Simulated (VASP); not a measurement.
# Cd (P-6m2) in VASP: notebook

Cd is run at these levels: PBEsol; tasks: single point.

All numbers are computed with VASP 6.6.1; they aren't measurements. Logs are shortened: lines on timing, memory, paths and dates and some standing lists are left out, and cuts for length are marked.

### Step 1. The cell of the first run

It takes space group P-6m2 (No. 187, hexagonal). The conventional cell has a = 3.077 Å, b = 3.077 Å, c = 10.219 Å, α = 90.00°, β = 90.00°, γ = 120.00°. Cd (site symmetry 3m) has 12 Cd at 3.00 to 3.23 Å within 3.9 Å. Within 3.9 Å of Cd (site symmetry -6m2) lie 12 Cd at 3.00 to 3.08 Å. Cd (site symmetry -6m2) has 12 Cd at 3.08 to 3.23 Å within 4.0 Å.

### Step 2. Single point, PBEsol (strained and its atoms moved)

Contents of INCAR:

```
PREC = Accurate
ENCUT = 520
EDIFF = 1E-6
ISMEAR = 0
SIGMA = 0.1
LREAL = False
LASPH = True
NELM = 80
ALGO = Fast
ISIF = 2
LWAVE = False
LCHARG = False
GGA = PS
NBANDS = 32
```

Contents of KPOINTS:

```
Automatic mesh
0
Gamma
  15 15 4
```

Contents of POSCAR:

```
Cd
1.0
    3.0767362403      0.0000000000      0.0000000000
   -1.5383681201      2.6645317448      0.0000000000
    0.0000000000      0.0000000000     10.2192016145
Cd
4
Direct
    0.0000000000      0.0000000000      0.0135581366
    0.3333333300      0.6666666700      0.2500000000
    0.0000000000      0.0000000000      0.4864418634
    0.6666666700      0.3333333300      0.7500000000
```

Potentials or basis: VASP PAW PBE potentials, release 64 (Cd).

Started as:

```bash
> cat potpaw_PBE.64/Cd/POTCAR > POTCAR
> mpirun -np 1 vasp_std > vasp.out
```

OUTCAR:

```text
PREC = Accurate
   ENCUT = 520
   EDIFF = 1E-6
   ISMEAR = 0
   LREAL = False
   LASPH = True
   NELM = 80
   ISIF = 2
   GGA = PS

 ion  position               nearest neighbor table
   1  0.000  0.000  0.014-   2 3.00   2 3.00   2 3.00   4 3.23   4 3.23   4 3.23
   2  0.333  0.667  0.250-   1 3.00   3 3.00   1 3.00   3 3.00   1 3.00   3 3.00
   3  0.000  0.000  0.486-   2 3.00   2 3.00   2 3.00   4 3.23   4 3.23   4 3.23
   4  0.667  0.333  0.750-   1 3.23   3 3.23   1 3.23   3 3.23   1 3.23   3 3.23

  LATTYP: Found a hexagonal cell.
 ALAT       =     3.0767362403
 C/A-ratio  =     3.3214422090

  Lattice vectors:

 A1 = (   3.0767362403,   0.0000000000,   0.0000000000)
 A2 = (  -1.5383681201,   2.6645317448,   0.0000000000)
 A3 = (   0.0000000000,   0.0000000000,  10.2192016145)

Analysis of symmetry for initial positions (statically):
=====================================================================
 Subroutine PRICEL returns:
 Original cell was already a primitive cell.

 Routine SETGRP: Setting up the symmetry group for a
 hexagonal supercell.

 Subroutine GETGRP returns: Found 12 space group operations
 (whereof  6 operations were pure point group operations)
 out of a pool of 24 trial point group operations.

The static configuration has the point symmetry C_3v.
 The point group associated with its full space group is D_3h.

Analysis of symmetry for dynamics (positions and initial velocities):
=====================================================================
 Subroutine PRICEL returns:
 Original cell was already a primitive cell.

 Routine SETGRP: Setting up the symmetry group for a
 hexagonal supercell.

 Subroutine GETGRP returns: Found 12 space group operations
 (whereof  6 operations were pure point group operations)
 out of a pool of 24 trial point group operations.

The dynamic configuration has the point symmetry C_3v.
 The point group associated with its full space group is D_3h.

 Subroutine INISYM returns: Found 12 space group operations
 (whereof  6 operations are pure point group operations),
 and found     1 'primitive' translations

----------------------------------------------------------------------------------------

                                     Primitive cell

  volume of cell :      83.7776

  direct lattice vectors                    reciprocal lattice vectors
     3.076736240  0.000000000  0.000000000     0.325019736  0.187650232  0.000000000
    -1.538368120  2.664531745  0.000000000     0.000000000  0.375300464  0.000000000
     0.000000000  0.000000000 10.219201614     0.000000000  0.000000000  0.097855003

  length of vectors
     3.076736240  3.076736240 10.219201614     0.375300464  0.375300464  0.097855003

  position of ions in fractional coordinates (direct lattice)
     0.000000000  0.000000000  0.013558137
     0.333333330  0.666666670  0.250000000
     0.000000000  0.000000000  0.486441863
     0.666666670  0.333333330  0.750000000

  ion indices of the primitive-cell ions
   primitive index   ion index
                 1           1
                 2           2
                 3           3
                 4           4

----------------------------------------------------------------------------------------

 KPOINTS: Automatic mesh

Automatic generation of k-mesh.
 Grid dimensions read from file:
 generate k-points for:   15   15    4

 Generating k-lattice:

  Cartesian coordinates                     Fractional coordinates (reciprocal lattice)
     0.021667982  0.012510015  0.000000000     0.066666667  0.000000000  0.000000000
     0.000000000  0.025020031  0.000000000     0.000000000  0.066666667  0.000000000
     0.000000000  0.000000000  0.024463751     0.000000000  0.000000000  0.250000000

  Length of vectors
     0.025020031  0.025020031  0.024463751

  Shift w.r.t. Gamma in fractional coordinates (k-lattice)
     0.000000000  0.000000000  0.000000000

 Subroutine IBZKPT returns following result:
 ===========================================

 Found     81 irreducible k-points:

 Following reciprocal coordinates:
            Coordinates               Weight
  0.000000  0.000000  0.000000      1.000000
  0.066667  0.000000  0.000000      6.000000
  0.133333 -0.000000  0.000000      6.000000
  0.200000  0.000000  0.000000      6.000000
  0.266667 -0.000000  0.000000      6.000000
  0.333333  0.000000  0.000000      6.000000
[... 16 lines left out ...]
  0.333333  0.200000  0.000000     12.000000
  0.400000  0.200000  0.000000      6.000000
 [... further k-points ...]
   k-points           NKPTS =     81   k-points in BZ     NKDIM =     81   number of bands    NBANDS=     32
   number of dos      NEDOS =    301   number of ions     NIONS =      4
   total plane-waves  NPLWV =  46080
   dimension x,y,z NGX =    24 NGY =   24 NGZ =   80
   dimension x,y,z NGXF=    48 NGYF=   48 NGZF=  160
   ions per type =               4
   NGX,Y,Z   is equivalent  to a cutoff of  12.97, 12.97, 13.01 a.u.
   NGXF,Y,Z  is equivalent  to a cutoff of  25.94, 25.94, 26.03 a.u.
 SYSTEM =  unknown system
   PREC   = accura    normal or accurate (medium, high low for compatibility)
   ISTART =      0    job   : 0-new  1-cont  2-samecut
   ICHARG =      2    charge: 1-file 2-atom 10-const
   ISPIN  =      1    spin polarized calculation?
   LNONCOLLINEAR =      F non collinear calculations
   LSORBIT =      F    spin-orbit coupling
   LASPH  =      T    aspherical Exc in radial PAW
   ENCUT  =  520.0 eV  38.22 Ry    6.18 a.u.   5.72  5.72 19.00*2*pi/ulx,y,z
   NELM   =     80;   NELMIN=  2; NELMDL= -5     # of ELM steps
   EDIFF  = 0.1E-05   stopping-criterion for ELM
   LREAL  =      F    real-space projection
[... 7 lines left out ...]
   TEBEG  =    0.0;   TEEND  =   0.0 temperature during run
   PSTRESS=    0.0 pullay stress
   NELECT =      48.0000    total number of electrons
   NUPDOWN=      -1.0000    fix difference up-down
   EMIN   =  10.00;   EMAX   =-10.00  energy-range for DOS
   EFERMI =   0.00;   METHOD = LEGACY
   ISMEAR =     0;   SIGMA  =   0.10  broadening in eV -4-tet -1-fermi 0-gaus
   EFERMI_NEDOS =   21; number of points for ismear=-14 and -15
   IALGO  =     68    algorithm
   IMIX   =      4    mixing-type and parameters
     AMIX     =   0.40;   BMIX     =  1.00
     AMIX_MAG =   1.60;   BMIX_MAG =  1.00
  volume/ion in A,a.u.               =      20.94       141.34
  Fermi-wavevector in a.u.,A,eV,Ry     =   1.359709  2.569477 25.154555  1.848808
  Thomas-Fermi vector in A             =   2.486433
   LORBIT       =      0    0 simple, 1 ext, 2 COOP (PROOUT), +10 PAW based schemes
   GGA     = PS    functional components
   LHFCALC =     F    Hartree Fock is set to
   AEXX    =    0.0000 exact exchange contribution
   IVDW    =     0    specifies the selected vdW correction
   LEPSILON=     F    determine dielectric tensor
   LRPA    =     F    only Hartree local field effects (RPA)
 non-spin polarized calculation
 RMM-DIIS sequential band-by-band and
 Gauss-broadening in eV      SIGMA  =   0.10
  energy-cutoff  :      520.00
  volume of cell :       83.78
 maximum number of plane-waves:      2295
 NGX is ok and might be reduce to    24
   NGX = 11   NGY = 11   NGZ = 39

 number of electron      48.0000011 magnetization

 Free energy of the ion-electron system (eV)
  ---------------------------------------------------
  ext. energy  EPLUGINS =         0.00000000
  ---------------------------------------------------
  free energy    TOTEN  =        -4.67211936 eV

  energy without entropy =       -4.66344556  energy(sigma->0) =       -4.66778246

 E-fermi :   3.0713     XC(G=0): -11.3798

 val. band max:        3.0636440476   @ k =   0.0667   0.0667   0.2500
 cond. band min:       3.0859331530   @ k =   0.4000   0.0667   0.5000
 fundamental gap:      0.0222891053
 Fermi energy:         3.0712686822

 k-point     1 :       0.0000    0.0000    0.0000
  band No.  band energies     occupation
      1      -6.9086      2.00000
      2      -6.5592      2.00000
      3      -6.5077      2.00000
      4      -6.3335      2.00000
      5      -6.3335      2.00000
      6      -6.2780      2.00000
[... 24 lines left out ...]
     31      16.6813      0.00000
     32      17.1612      0.00000

 k-point     2 :       0.0667    0.0000    0.0000
  band No.  band energies     occupation
      1      -6.8733      2.00000
      2      -6.5230      2.00000
      3      -6.4745      2.00000
      4      -6.3581      2.00000
      5      -6.3007      2.00000
      6      -6.2873      2.00000
[... 24 lines left out ...]
     31      15.8029      0.00000
     32      15.9940      0.00000

 k-point     3 :       0.1333   -0.0000    0.0000
  band No.  band energies     occupation
      1      -6.7940      2.00000
      2      -6.4618      2.00000
      3      -6.4315      2.00000
      4      -6.4027      2.00000
      5      -6.3204      2.00000
      6      -6.2385      2.00000
[... 24 lines left out ...]
     31      13.9643      0.00000
     32      15.6022      0.00000

 k-point     4 :       0.2000    0.0000    0.0000
  band No.  band energies     occupation
      1      -6.7613      2.00000
      2      -6.5056      2.00000
      3      -6.4927      2.00000
      4      -6.3979      2.00000
      5      -6.3560      2.00000
      6      -6.2571      2.00000
[... 24 lines left out ...]
     31      12.7755      0.00000
     32      14.7225      0.00000

 k-point     5 :       0.2667   -0.0000    0.0000
  band No.  band energies     occupation
      1      -6.8199      2.00000
      2      -6.6281      2.00000
      3      -6.6169      2.00000
      4      -6.4710      2.00000
      5      -6.4325      2.00000
      6      -6.2428      2.00000
[... 584 lines left out ...]
     31       8.8956      0.00000
     32      11.1026      0.00000

 k-point    22 :       0.2667    0.2000    0.0000
  band No.  band energies     occupation
      1      -6.7604      2.00000
      2      -6.7334      2.00000
      3      -6.6208      2.00000
      4      -6.5097      2.00000
      5      -6.3728      2.00000
      6      -6.3598      2.00000
[... 24 lines left out ...]
     31       8.0824      0.00000
     32      10.5953      0.00000

 k-point    23 :       0.3333    0.2000    0.0000
  band No.  band energies     occupation
      1      -6.8180      2.00000
      2      -6.7482      2.00000
      3      -6.6663      2.00000
      4      -6.5231      2.00000
      5      -6.3694      2.00000
      6      -6.3478      2.00000
[... 24 lines left out ...]
     31       7.7009      0.00000
     32       8.8049      0.00000

 k-point    24 :       0.4000    0.2000    0.0000
  band No.  band energies     occupation
      1      -6.8398      2.00000
      2      -6.7522      2.00000
      3      -6.6852      2.00000
      4      -6.5176      2.00000
      5      -6.3721      2.00000
      6      -6.3477      2.00000
[... 24 lines left out ...]
     31       7.5540      0.00000
     32       7.5793      0.00000

 [... further k-points ...]

------------------------ aborting loop because EDIFF is reached ----------------------------------------

  FORCE on cell =-STRESS in cart. coord.  units (eV):
  Direction    XX          YY          ZZ          XY          YZ          ZX
  --------------------------------------------------------------------------------------
  -------------------------------------------------------------------------------------
  Total        0.2144038      0.2144038      0.6370694      0.0000000      0.0000000      0.0000000
  in kB        4.1002938      4.1002938     12.1834199      0.0000000      0.0000000      0.0000000
  external PRESSURE =       6.7946692 kB  Pullay stress =       0.0000000 kB

 VOLUME and BASIS-vectors are now :
 -----------------------------------------------------------------------------
  energy-cutoff  :      520.00
  volume of cell :       83.78
      direct lattice vectors                 reciprocal lattice vectors
     3.076736240  0.000000000  0.000000000     0.325019736  0.187650232  0.000000000
    -1.538368120  2.664531745  0.000000000     0.000000000  0.375300464  0.000000000
     0.000000000  0.000000000 10.219201614     0.000000000  0.000000000  0.097855003

 POSITION                                       TOTAL-FORCE (eV/Angst)
 -----------------------------------------------------------------------------------
      0.00000      0.00000      0.13855        -0.000000     -0.000000     -0.403009
     -0.00000      1.77635      2.55480         0.000000     -0.000000      0.000000
      0.00000      0.00000      4.97105        -0.000000     -0.000000      0.403009
      1.53837      0.88818      7.66440        -0.000000      0.000000      0.000000
 -----------------------------------------------------------------------------------
    total drift:                               -0.000000      0.000000     -0.000000

  FREE ENERGIE OF THE ION-ELECTRON SYSTEM (eV)
  ---------------------------------------------------
  free  energy   TOTEN  =        -4.6721193609 eV

  energy  without entropy=       -4.6634455554  energy(sigma->0) =       -4.66778246
```

Run time: 2.1 min. Hardware: 1 thread of Intel Xeon Platinum 8488C (Sapphire Rapids), shared host; peak memory 0.3 GiB.

What came out:

```yaml
Free_energy: -4.6721 eV
Pressure: 0.7 GPa
Largest_force: 0.403 eV/Å
Band_gap_on_the_k_mesh: zero (bands 24 and 25 overlap by 2.96 eV)
```

Forces on the atoms (eV/Å):
```
Cd   0.000  0.000 -0.403
Cd   0.000  0.000  0.000
Cd   0.000  0.000  0.403
Cd   0.000  0.000  0.000
```

Stress tensor (GPa, compression positive):
```
0.41 0.00 0.00
0.00 0.41 0.00
0.00 0.00 1.22
```

Caveat: the cell differs from its parent crystal (strained and its atoms moved); the PAW data sets were made with another functional, which shifts forces and pressure a little.

### Step 3. Single point, PBEsol (strained and its atoms moved)

Contents of INCAR:

```
SYSTEM = Cd
PREC = Accurate
ENCUT = 520
EDIFF = 1E-6
ISMEAR = 0
SIGMA = 0.1
LREAL = .False.
LASPH = .True.
NELM = 80
ALGO = Fast
ISIF = 2
LWAVE = .False.
LCHARG = .False.
GGA = PS
NBANDS = 32
```

Contents of KPOINTS:

```
Automatic mesh
0
Gamma
  15 15 4
  0 0 0
```

Contents of POSCAR:

```
Cd
1.0
    3.1911488122      0.0000000000      0.0000000000
   -1.5955744061      2.7636159386      0.0000000000
    0.0000000000      0.0000000000     11.0744177378
Cd
4
Direct
    0.0000000000      0.0000000000      0.0135581366
    0.3333333300      0.6666666700      0.2500000000
    0.0000000000      0.0000000000      0.4864418634
    0.6666666700      0.3333333300      0.7500000000
```

Potentials or basis: VASP PAW PBE potentials, release 64 (Cd).

Started as:

```bash
> cat potpaw_PBE.64/Cd/POTCAR > POTCAR
> mpirun -np 1 vasp_std > vasp.out
```

Wall time 2.2 min (1 thread of Intel Xeon Platinum 8488C (Sapphire Rapids), shared host); peak memory 0.33 GiB.

The run converged. Its results:

- Free energy: -4.4382 eV
- Pressure: -5.3 GPa
- Largest force: 0.122 eV/Å
- Band gap on the k mesh: zero (bands 24 and 25 overlap by 3.28 eV)

Forces on the atoms (eV/Å):
```
Cd   0.000  0.000 -0.122
Cd   0.000  0.000  0.000
Cd   0.000  0.000  0.122
Cd   0.000  0.000  0.000
```

Stress tensor (GPa, compression positive):
```
-5.74  0.00  0.00
 0.00 -5.74  0.00
 0.00  0.00 -4.37
```

Levels at points of the mesh, in eV from the Fermi level:
| k point | band 22 | band 23 | band 24 | band 25 | band 26 | band 27 |
| --- | --- | --- | --- | --- | --- | --- |
| (0.00, 0.00, 0.00) | -6.58 | -6.53 | -2.19 | -2.18 | 4.62 | 4.79 |
| (0.00, 0.00, 0.50) | -7.46 | -4.93 | -4.50 | 0.75 | 1.22 | 8.39 |

Caveat: the cell differs from its parent crystal (strained and its atoms moved); the cell stands under tension; the PAW data sets were made with another functional, which shifts forces and pressure a little.
